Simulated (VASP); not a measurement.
Write the native input for VASP 6.6.1 that does the following.

* Task: single point
* Functional: PBEsol
* Potentials or basis: VASP PAW PBE potentials, release 64 (Al, O)
* Cutoff: 520 eV
* k mesh: 9 × 9 × 7
* Occupations: fermi-dirac, width 0.05 eV
* Spin: no spin polarisation
* Dipole correction: no
* Further INCAR settings: ALGO = Normal; EDIFF = 1e-07; NBANDS = 24

The structure of AlO2 lies in POSCAR:

```
AlO2
1.0
    1.4565691374     -4.9247556087      0.0000000000
    1.4565691374      4.9247556087      0.0000000000
    0.0000000000      0.0000000000      3.5918759980
Al O
2 4
Direct
    0.6617127838      0.3382872162      0.7500000000
    0.3382872162      0.6617127838      0.2500000000
    0.0283275021      0.9716724979      0.7500000000
    0.9716724979      0.0283275021      0.2500000000
    0.2950892405      0.7049107595      0.7500000000
    0.7049107595      0.2950892405      0.2500000000
```

The input as run:

INCAR

```
PREC = Accurate
ENCUT = 520
EDIFF = 1E-7
ISMEAR = -1
SIGMA = 0.05
LREAL = F
LASPH = T
NELM = 100
ALGO = Normal
ISIF = 2
LWAVE = F
LCHARG = F
GGA = PS
NBANDS = 24
```

KPOINTS

```
Automatic mesh
0
Gamma
  9 9 7
```

Potentials or basis: VASP PAW PBE potentials, release 64 (Al, O).

Run with:

```console
$ cat potpaw_PBE.64/Al/POTCAR potpaw_PBE.64/O/POTCAR > POTCAR
$ mpirun -np 1 vasp_std > vasp.out
```

It gave:

```yaml
Pressure: 0.1 GPa
Largest_force: 0.018 eV/Å
Band_gap_on_the_k_mesh: 0.98 eV, indirect (least direct gap 1.05 eV)
```

Caveat: the PAW data sets were made with another functional, which shifts forces and pressure a little.

Wall time 100 s on 1 thread of Intel(R) Xeon(R) Platinum 8488C (Sapphire Rapids), with other jobs on the host, peak memory 0.24 GiB.
